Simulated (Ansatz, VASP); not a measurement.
# One calculation of Co2W, two programs

The input INCAR:

```
PREC = Accurate ; ENCUT = 600
EDIFF = 1E-7 ; ISMEAR = 0
SIGMA = 0.1 ; LREAL = F
LASPH = T ; NELM = 150
ALGO = Fast ; ISIF = 3
LWAVE = F ; LCHARG = F
ISPIN = 2 ; MAGMOM = 3 3 3 3 0 0
LORBIT = 11 ; LMAXMIX = 4
GGA = PE ; IBRION = 2
NSW = 90 ; EDIFFG = -0.04
```

File KPOINTS:

```
Automatic mesh
0
Gamma
  6 6 2
```

Contents of POSCAR:

```
Co2W
1.0
    2.6220262000      0.0000000000      0.0000000000
   -1.3110131000      2.2707413000      0.0000000000
    0.0000000000      0.0000000000     12.8498062200
Co W
4 2
Direct
    0.6666666700      0.3333333300      0.7532870000
    0.6666666700      0.3333333300      0.4199536600
    0.3333333300      0.6666666700      0.2467130000
    0.3333333300      0.6666666700      0.5800463400
    0.6666666700      0.3333333300      0.0866203300
    0.3333333300      0.6666666700      0.9133796700
```

Input for Ansatz:

```yaml
crystal:
  lattice:
    - [2.6220262, 0.0, 0.0]
    - [-1.3110131, 2.2707413, 0.0]
    - [0.0, 0.0, 12.84980622]
  atoms:
    - { symbol: Co, position: [0.66666667, 0.33333333, 0.753287], spin: 3.0 }
    - { symbol: Co, position: [0.66666667, 0.33333333, 0.41995366], spin: 3.0 }
    - { symbol: Co, position: [0.33333333, 0.66666667, 0.246713], spin: 3.0 }
    - { symbol: Co, position: [0.33333333, 0.66666667, 0.58004634], spin: 3.0 }
    - { symbol: W, position: [0.66666667, 0.33333333, 0.08662033] }
    - { symbol: W, position: [0.33333333, 0.66666667, 0.91337967] }
basis:
  ecutwfc: 420
kpoints:
  mp_grid: { grid: [6, 6, 2] }
hamiltonian:
  xc: pbe
scf:
  occupations: { method: gaussian, width: 0.1 }
  lower_state_search: "off"
output:
  forces: true
  stress: true
  eigenvalues: true
  populations: true
magnetization:
  spin_polarized: true
relax:
  adjacent_minimum: "off"
  f_tol: 0.04
  max_steps: 70
  cell: { stress_tol: 0.4 }
```

Alike in both runs: task relaxation of cell and atoms; functional PBE; k mesh 6 × 6 × 2; occupations gaussian, width 0.1 eV; collinear spin.

|  | VASP | Ansatz |
| --- | --- | --- |
| version | VASP 6.6.1 | Ansatz 0.2.0 |
| potentials or method | VASP PAW PBE potentials, release 64 (Co, W_sv), cutoff 600 eV | scalar-relativistic, plane waves, PAW |
| valence electrons in the cell | 64 | 96 |

```tsv
	VASP	Ansatz	Ansatz less VASP
gap on the k mesh at the Fermi level, each at its own relaxed structure (eV)	none	none	-
net moment per atom (μB)	0.73	0.74	+0.007
size of the moment on the site where the two differ most (μB)	1.60	1.65	+0.052
relaxed volume (Å³/atom)	12.90	12.91	+0.005
relaxed cell length with the largest relative difference (Å)	12.502	12.527	+0.0258
```

Site moments also hang on the region over which each program counts them. A gap of «none» marks a metal or a gap that the smearing closes. VASP's potentials hold 64 valence electrons a cell and Ansatz's 96, so a difference there can come from the potentials and not from the codes.

The k mesh is coarse, so the values compare programs but aren't converged. Spin-orbit coupling is off throughout.
